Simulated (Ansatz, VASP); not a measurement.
# One calculation of CaSe, two programs

```
CELL_PARAMETERS angstrom
0.00000 2.99490 2.99490
2.99490 0.00000 2.99490
2.99490 2.99490 0.00000
ATOMIC_POSITIONS crystal
Ca 0.00000 0.00000 0.00000
Se 0.50000 0.50000 0.50000
```

Alike in both runs: task relaxation of cell and atoms; functional PBE; k mesh 7 × 7 × 7; occupations fermi-dirac, width 0.02 eV; no spin polarisation.

```csv
,VASP,Ansatz
version,VASP 6.6.1,Ansatz 0.2.0
potentials or method,"VASP PAW PBE potentials, release 64 (Ca_sv, Se)","PAW with Ansatz's default frozen-core files, scalar-relativistic"
plane-wave cutoff (eV),600,420
valence electrons in the cell,16,26
```

|  | VASP | Ansatz | Ansatz less VASP |
| --- | --- | --- | --- |
| gap on the k mesh at the Fermi level, each at its own relaxed structure (eV) | 2.14 | 2.14 | +0.001 |
| relaxed volume (Å³/atom) | 26.54 | 26.44 | -0.093 |
| relaxed cell length with the largest relative difference (Å) | 4.218 | 4.213 | -0.0050 |

VASP's potentials hold 16 valence electrons a cell and Ansatz's 26, so a difference there can come from the potentials and not from the codes.
